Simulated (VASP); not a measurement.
The system is LaYH6.

```
La Y H
1.0
     3.32204   -0.02303    0.01509
    -0.02303    3.37453   -0.02673
     0.03036   -0.05377    6.74268
La Y H
1 1 6
Direct
  0.99693 0.03579 0.98392
  0.95877 0.01190 0.49915
  0.55541 0.46734 0.00580
  0.46746 0.50564 0.50521
  0.52441 0.99041 0.26199
  0.50579 0.98699 0.73428
  0.01197 0.55982 0.24972
  0.00528 0.49190 0.71387
```

- Program: VASP 6.6.1
- Task: relaxation of cell and atoms
- Functional: PBEsol
- Potentials or basis: VASP PAW PBE potentials, release 64 (La, Y_sv, H)
- Cutoff: 600 eV
- k mesh: 6 × 6 × 4
- Occupations: fermi-dirac, width 0.05 eV
- Spin: no spin polarisation

At the start: pressure 3.6 GPa; volume 9.45 Å³/atom.

Problem. How do energy, volume and symmetry change on relaxing?

Solution. Over 16 steps the energy falls by 51.5 meV/atom and the volume is 9.66 Å³/atom (+2.3 %); space group P1 (No. 1, to 0.1 Å) before, P4/mmm (No. 123, to 0.1 Å).

Step by step:
```tsv
step	energy change (eV)	largest force (eV/Å)	pressure (GPa)	volume (Å³)
1	0.0000	1.8124	3.57	75.58
2	-0.2455	0.5251	0.15	77.90
3	-0.2746	0.5334	-1.21	79.11
4	-0.3265	0.3660	-0.88	78.54
5	-0.3654	0.4570	0.09	77.40
6	-0.3889	0.2978	0.37	77.05
7	-0.3914	0.3395	0.52	76.89
8	-0.4036	0.1414	-0.05	77.38
9	-0.4064	0.0864	-0.44	77.75
10	-0.4090	0.0765	0.03	77.28
11	-0.4093	0.0716	0.27	77.05
12	-0.4107	0.0400	0.12	77.18
13	-0.4111	0.0533	0.00	77.30
14	-0.4114	0.0487	-0.07	77.36
15	-0.4114	0.0348	-0.05	77.35
16	-0.4116	0.0087	0.02	77.28
```

Final structure:
```yaml
crystal:
  lattice:
    - [3.37408, 0.00126, -0.00039]
    - [0.00010, 3.37564, -0.00062]
    - [0.00026, -0.00163, 6.78544]
  atoms:
    - { symbol: La, position: [0.00372, 0.00635, 0.99426] }
    - { symbol: Y, position: [0.00254, 0.00600, 0.49419] }
    - { symbol: H, position: [0.50378, 0.50692, 0.99472] }
    - { symbol: H, position: [0.50291, 0.50619, 0.49388] }
    - { symbol: H, position: [0.50385, 0.00620, 0.25728] }
    - { symbol: H, position: [0.50343, 0.00654, 0.73091] }
    - { symbol: H, position: [0.00298, 0.50621, 0.25750] }
    - { symbol: H, position: [0.00282, 0.50538, 0.73120] }
```

Caveat: the PAW data sets were made with another functional, which shifts forces and pressure a little.
